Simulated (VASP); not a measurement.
# C: single point with PBEsol+D3(BJ)

Crystal: C.

```
CELL_PARAMETERS angstrom
2.51769 0.00000 0.00000
-1.25885 2.18039 0.00000
0.00000 0.00000 6.42239
ATOMIC_POSITIONS crystal
C 0.00000 0.00000 0.00250
C 0.00000 0.00000 0.50250
C 0.33333 0.66667 0.00250
C 0.66667 0.33333 0.50250
```

```json
{"Program": "VASP 6.6.1", "Task": "single point", "Functional": "PBEsol", "Dispersion": "D3(BJ)", "Potentials or basis": "VASP PAW PBE potentials, release 64 (C)", "Cutoff": "520 eV", "k mesh": "21 × 21 × 8", "Occupations": "gaussian, width 0.15 eV", "Spin": "no spin polarisation", "Dipole correction": "no", "Further INCAR settings": "ALGO = Normal; EDIFF = 1e-06; NBANDS = 16"}
```

The pressure is -18.7 GPa and the band gap on the k mesh is zero (bands 8 and 9 overlap by 0.05 eV). The dispersion energy per atom is -0.113 eV.

Stress tensor (GPa, compression positive):
```
-28.53   0.00   0.00
  0.00 -28.53   0.00
  0.00   0.00   1.02
```

Levels at points of the mesh, in eV from the Fermi level:
```csv
k point,band 6,band 7,band 8,band 9,band 10,band 11
"(0.00, 0.00, 0.00)",-2.98,-2.94,-2.94,4.72,7.90,7.90
"(0.00, 0.00, 0.50)",-2.96,-2.96,-2.96,7.75,7.75,7.94
```

It took 2.3 min on 1 thread of Intel Xeon 8259CL (shared host), peak memory 0.23 GiB.

Caveat: the cell stands under tension; the PAW data sets were made with another functional, which shifts forces and pressure a little.
